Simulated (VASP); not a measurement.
# CaSe (I4/mmm) in VASP: single point with PBEsol

Aim: the single point of CaSe with PBEsol.

All numbers are computed with VASP 6.6.1; they aren't measurements. Logs are shortened: lines on timing, memory, paths and dates and some standing lists are left out, and cuts for length are marked.

## 1. The cell of the first run

It takes space group I4/mmm (No. 139, tetragonal). The conventional cell has a = 4.113 Å, b = 4.113 Å, c = 6.107 Å, α = 90.00°, β = 90.00°, γ = 90.00°. Within 3.8 Å of Ca (site symmetry 4/mmm) lie 6 Se at 2.91 to 3.05 Å. Within 3.8 Å of Se (site symmetry 4/mmm) lie 6 Ca at 2.91 to 3.05 Å.

## 2. Single point, PBEsol

Input file INCAR:

```
SYSTEM = CaSe
PREC = Accurate
ENCUT = 520
EDIFF = 1E-7
ISMEAR = 0
SIGMA = 0.05
LREAL = .FALSE.
LASPH = .TRUE.
NELM = 60
ALGO = Normal
ISIF = 2
LWAVE = .FALSE.
LCHARG = .TRUE.
GGA = PS
LELF = .TRUE.
LVHAR = .TRUE.
NBANDS = 15
```

Input file KPOINTS:

```
Automatic mesh
0
G
  10 10 10
  0 0 0
```

Input file POSCAR:

```
CaSe
1.0
    0.0000000000      2.9083142420      3.0537299541
    2.9083142420      0.0000000000      3.0537299541
    2.9083142420      2.9083142420      0.0000000000
Ca Se
1 1
Direct
    0.0000000000      0.0000000000      0.0000000000
    0.5000000000      0.5000000000      0.5000000000
```

Potentials or basis: VASP PAW PBE potentials, release 64 (Ca_sv, Se).

On the command line:

```bash
cat potpaw_PBE.64/Ca_sv/POTCAR potpaw_PBE.64/Se/POTCAR > POTCAR
mpirun -np 1 vasp_std > vasp.out
```

OUTCAR:

```text
SYSTEM = CaSe
   PREC = Accurate
   ENCUT = 520
   EDIFF = 1E-7
   ISMEAR = 0
   LREAL = .FALSE.
   LASPH = .TRUE.
   NELM = 60
   ISIF = 2
   GGA = PS

 ion  position               nearest neighbor table
   1  0.000  0.000  0.000-   2 2.91   2 2.91   2 2.91   2 2.91
   2  0.500  0.500  0.500-   1 2.91   1 2.91   1 2.91   1 2.91

  LATTYP: Found a body centered tetragonal cell.
 ALAT       =     4.1129774447
 C/A-ratio  =     1.4849242405

  Lattice vectors:

 A1 = (  -2.9083142420,   0.0000000000,   3.0537299541)
 A2 = (   2.9083142420,   0.0000000000,   3.0537299541)
 A3 = (   0.0000000000,   2.9083142420,  -3.0537299541)

Analysis of symmetry for initial positions (statically):
=====================================================================
 Subroutine PRICEL returns:
 Original cell was already a primitive cell.

 Routine SETGRP: Setting up the symmetry group for a
 body centered tetragonal supercell.

 Subroutine GETGRP returns: Found 16 space group operations
 (whereof 16 operations were pure point group operations)
 out of a pool of 16 trial point group operations.

The static configuration has the point symmetry D_4h.

Analysis of symmetry for dynamics (positions and initial velocities):
=====================================================================
 Subroutine PRICEL returns:
 Original cell was already a primitive cell.

 Routine SETGRP: Setting up the symmetry group for a
 body centered tetragonal supercell.

 Subroutine GETGRP returns: Found 16 space group operations
 (whereof 16 operations were pure point group operations)
 out of a pool of 16 trial point group operations.

The dynamic configuration has the point symmetry D_4h.

 Subroutine INISYM returns: Found 16 space group operations
 (whereof 16 operations are pure point group operations),
 and found     1 'primitive' translations

----------------------------------------------------------------------------------------

                                     Primitive cell

  volume of cell :      51.6587

  direct lattice vectors                    reciprocal lattice vectors
     0.000000000  2.908314242  3.053729954    -0.171920899  0.171920899  0.163734190
     2.908314242  0.000000000  3.053729954     0.171920899 -0.171920899  0.163734190
     2.908314242  2.908314242  0.000000000     0.171920899  0.171920899 -0.163734190

  length of vectors
     4.217055651  4.217055651  4.112977445     0.293125359  0.293125359  0.293125359

  position of ions in fractional coordinates (direct lattice)
     0.000000000  0.000000000  0.000000000
     0.500000000  0.500000000  0.500000000

  ion indices of the primitive-cell ions
   primitive index   ion index
                 1           1
                 2           2

----------------------------------------------------------------------------------------

 KPOINTS: Automatic mesh

Automatic generation of k-mesh.
 Grid dimensions read from file:
 generate k-points for:   10   10   10

 Generating k-lattice:

  Cartesian coordinates                     Fractional coordinates (reciprocal lattice)
    -0.017192090  0.017192090  0.016373419     0.100000000  0.000000000  0.000000000
     0.017192090 -0.017192090  0.016373419     0.000000000  0.100000000  0.000000000
     0.017192090  0.017192090 -0.016373419    -0.000000000 -0.000000000  0.100000000

  Length of vectors
     0.029312536  0.029312536  0.029312536

  Shift w.r.t. Gamma in fractional coordinates (k-lattice)
     0.000000000  0.000000000  0.000000000

 Subroutine IBZKPT returns following result:
 ===========================================

 Found    102 irreducible k-points:

 Following reciprocal coordinates:
            Coordinates               Weight
  0.000000  0.000000  0.000000      1.000000
  0.100000  0.000000  0.000000      8.000000
  0.200000  0.000000  0.000000      8.000000
  0.300000  0.000000  0.000000      8.000000
  0.400000  0.000000  0.000000      8.000000
  0.500000  0.000000  0.000000      4.000000
[... 16 lines left out ...]
  0.300000  0.300000  0.000000      2.000000
  0.400000  0.300000  0.000000      8.000000
 [... further k-points ...]
   k-points           NKPTS =    102   k-points in BZ     NKDIM =    102   number of bands    NBANDS=     15
   number of dos      NEDOS =    301   number of ions     NIONS =      2
   total plane-waves  NPLWV =  32768
   dimension x,y,z NGX =    32 NGY =   32 NGZ =   32
   dimension x,y,z NGXF=    64 NGYF=   64 NGZF=   64
   ions per type =               1   1
   NGX,Y,Z   is equivalent  to a cutoff of  12.62, 12.62, 12.93 a.u.
   NGXF,Y,Z  is equivalent  to a cutoff of  25.23, 25.23, 25.87 a.u.
 SYSTEM =  CaSe
   PREC   = accura    normal or accurate (medium, high low for compatibility)
   ISTART =      0    job   : 0-new  1-cont  2-samecut
   ICHARG =      2    charge: 1-file 2-atom 10-const
   ISPIN  =      1    spin polarized calculation?
   LNONCOLLINEAR =      F non collinear calculations
   LSORBIT =      F    spin-orbit coupling
   LASPH  =      T    aspherical Exc in radial PAW
   ENCUT  =  520.0 eV  38.22 Ry    6.18 a.u.   7.84  7.84  7.65*2*pi/ulx,y,z
   NELM   =     60;   NELMIN=  2; NELMDL= -5     # of ELM steps
   EDIFF  = 0.1E-06   stopping-criterion for ELM
   LREAL  =      F    real-space projection
   EDIFFG = 0.1E-05   stopping-criterion for IOM
   NSW    =      0    number of steps for IOM
   IBRION =     -1    ionic relax: 0-MD 1-quasi-New 2-CG
   NFREE  =      0    steps in history (QN), initial steepest desc. (CG)
   ISIF   =      2    stress and relaxation
   ISYM   =      2    0-nonsym 1-usesym 2-fastsym
   POTIM  = 0.5000    time-step for ionic-motion
   TEBEG  =    0.0;   TEEND  =   0.0 temperature during run
   PSTRESS=    0.0 pullay stress
   NELECT =      16.0000    total number of electrons
   NUPDOWN=      -1.0000    fix difference up-down
   EMIN   =  10.00;   EMAX   =-10.00  energy-range for DOS
   EFERMI =   0.00;   METHOD = LEGACY
   ISMEAR =     0;   SIGMA  =   0.05  broadening in eV -4-tet -1-fermi 0-gaus
   EFERMI_NEDOS =   21; number of points for ismear=-14 and -15
   IALGO  =     38    algorithm
   IMIX   =      4    mixing-type and parameters
     AMIX     =   0.40;   BMIX     =  1.00
     AMIX_MAG =   1.60;   BMIX_MAG =  1.00
  volume/ion in A,a.u.               =      25.83       174.30
  Fermi-wavevector in a.u.,A,eV,Ry     =   1.107645  2.093145 16.692666  1.226876
  Thomas-Fermi vector in A             =   2.244161
   LORBIT       =      0    0 simple, 1 ext, 2 COOP (PROOUT), +10 PAW based schemes
   GGA     = PS    functional components
   LHFCALC =     F    Hartree Fock is set to
   AEXX    =    0.0000 exact exchange contribution
   IVDW    =     0    specifies the selected vdW correction
   LEPSILON=     F    determine dielectric tensor
   LRPA    =     F    only Hartree local field effects (RPA)
 non-spin polarized calculation
 Gauss-broadening in eV      SIGMA  =   0.05
  energy-cutoff  :      520.00
  volume of cell :       51.66
 maximum number of plane-waves:      1428
   NGX = 15   NGY = 15   NGZ = 15

 number of electron      15.9999998 magnetization

 Free energy of the ion-electron system (eV)
  ---------------------------------------------------
  ext. energy  EPLUGINS =         0.00000000
  ---------------------------------------------------
  free energy    TOTEN  =       -10.04986824 eV

  energy without entropy =      -10.04986824  energy(sigma->0) =      -10.04986824

 E-fermi :   2.7156     XC(G=0):  -9.3302

 val. band max:        2.3617421906   @ k =   0.0000   0.0000   0.0000
 cond. band min:       4.2740452100   @ k =   0.5000   0.0000   0.5000
 fundamental gap:      1.9123030194
 Fermi energy:         2.7156415714

 k-point     1 :       0.0000    0.0000    0.0000
  band No.  band energies     occupation
      1     -37.1713      2.00000
      2     -18.2562      2.00000
      3     -18.2441      2.00000
      4     -18.2441      2.00000
      5      -9.4831      2.00000
      6       2.3358      2.00000
      7       2.3617      2.00000
      8       2.3617      2.00000
      9       5.4445      0.00000
     10       5.7890      0.00000
     11       6.1175      0.00000
     12       6.1175      0.00000
     13       6.6415      0.00000
     14       6.6891      0.00000
     15      11.9071      0.00000

 k-point     2 :       0.1000    0.0000    0.0000
  band No.  band energies     occupation
      1     -37.1706      2.00000
      2     -18.2625      2.00000
      3     -18.2510      2.00000
      4     -18.2444      2.00000
      5      -9.4210      2.00000
      6       1.8021      2.00000
      7       2.1761      2.00000
      8       2.1978      2.00000
      9       5.7652      0.00000
     10       6.0148      0.00000
     11       6.2483      0.00000
     12       6.3053      0.00000
     13       6.9419      0.00000
     14       6.9666      0.00000
     15      12.0788      0.00000

 k-point     3 :       0.2000    0.0000    0.0000
  band No.  band energies     occupation
      1     -37.1688      2.00000
      2     -18.2910      2.00000
      3     -18.2568      2.00000
      4     -18.2452      2.00000
      5      -9.2530      2.00000
      6       0.7930      2.00000
      7       1.8101      2.00000
      8       1.8368      2.00000
      9       5.8959      0.00000
     10       6.4350      0.00000
     11       6.5843      0.00000
     12       7.2055      0.00000
     13       7.6926      0.00000
     14       7.7912      0.00000
     15      11.9060      0.00000

 k-point     4 :       0.3000    0.0000    0.0000
  band No.  band energies     occupation
      1     -37.1666      2.00000
      2     -18.3285      2.00000
      3     -18.2611      2.00000
      4     -18.2463      2.00000
      5      -9.0324      2.00000
      6      -0.1321      2.00000
      7       1.4485      2.00000
      8       1.4758      2.00000
      9       6.0855      0.00000
     10       6.9777      0.00000
     11       7.0632      0.00000
     12       8.0993      0.00000
     13       8.6138      0.00000
     14       8.6198      0.00000
     15      11.4746      0.00000
[... 307 lines left out ...]
 k-point    22 :      -0.2000    0.2000    0.0000
  band No.  band energies     occupation
      1     -37.1657      2.00000
      2     -18.3280      2.00000
      3     -18.2797      2.00000
      4     -18.2440      2.00000
      5      -8.9629      2.00000
      6      -0.1708      2.00000
      7       1.1789      2.00000
      8       1.3335      2.00000
      9       6.7095      0.00000
     10       6.7692      0.00000
     11       6.9297      0.00000
     12       7.6414      0.00000
     13       8.8055      0.00000
     14       9.5448      0.00000
     15      11.3099      0.00000

 k-point    23 :       0.3000    0.3000    0.0000
  band No.  band energies     occupation
      1     -37.1659      2.00000
      2     -18.3144      2.00000
      3     -18.2632      2.00000
      4     -18.2632      2.00000
      5      -9.0804      2.00000
      6      -0.0195      2.00000
      7       1.7182      2.00000
      8       1.7182      2.00000
      9       4.7087      0.00000
     10       7.0906      0.00000
     11       7.1781      0.00000
     12       7.9214      0.00000
     13       7.9214      0.00000
     14       9.7841      0.00000
     15      10.7389      0.00000

 k-point    24 :       0.4000    0.3000    0.0000
  band No.  band energies     occupation
      1     -37.1645      2.00000
      2     -18.3257      2.00000
      3     -18.2718      2.00000
      4     -18.2658      2.00000
      5      -8.9867      2.00000
      6      -0.1888      2.00000
      7       1.3661      2.00000
      8       1.5701      2.00000
      9       4.8116      0.00000
     10       7.3577      0.00000
     11       7.6003      0.00000
     12       8.1673      0.00000
     13       8.1731      0.00000
     14       9.0445      0.00000
     15      11.1193      0.00000

 [... further k-points ...]

------------------------ aborting loop because EDIFF is reached ----------------------------------------

  FORCE on cell =-STRESS in cart. coord.  units (eV):
  Direction    XX          YY          ZZ          XY          YZ          ZX
  --------------------------------------------------------------------------------------
  -------------------------------------------------------------------------------------
  Total        0.2345483      0.2345483     -1.0777606      0.0000000      0.0000000     -0.0000000
  in kB        7.2744389      7.2744389    -33.4264001      0.0000000      0.0000000     -0.0000000
  external PRESSURE =      -6.2925074 kB  Pullay stress =       0.0000000 kB

 VOLUME and BASIS-vectors are now :
 -----------------------------------------------------------------------------
  energy-cutoff  :      520.00
  volume of cell :       51.66
      direct lattice vectors                 reciprocal lattice vectors
     0.000000000  2.908314242  3.053729954    -0.171920899  0.171920899  0.163734190
     2.908314242  0.000000000  3.053729954     0.171920899 -0.171920899  0.163734190
     2.908314242  2.908314242  0.000000000     0.171920899  0.171920899 -0.163734190

 POSITION                                       TOTAL-FORCE (eV/Angst)
 -----------------------------------------------------------------------------------
      0.00000      0.00000      0.00000        -0.000000      0.000000     -0.000000
      2.90831      2.90831      3.05373         0.000000     -0.000000      0.000000
 -----------------------------------------------------------------------------------
    total drift:                                0.000000     -0.000000     -0.000000

  FREE ENERGIE OF THE ION-ELECTRON SYSTEM (eV)
  ---------------------------------------------------
  free  energy   TOTEN  =       -10.0498682402 eV

  energy  without entropy=      -10.0498682402  energy(sigma->0) =      -10.04986824
```

It took 49 s on 1 thread of Intel Xeon Platinum 8259CL at 2.50GHz (Skylake/Cascade Lake), shared host; peak memory 0.23 GiB.

What came out:

* Free energy: -10.0499 eV
* Pressure: -0.6 GPa
* Band gap on the k mesh: 1.91 eV (least direct gap 2.77 eV)

Caveat: the PAW data sets were made with another functional, which shifts forces and pressure a little. A k mesh can miss the band edges.
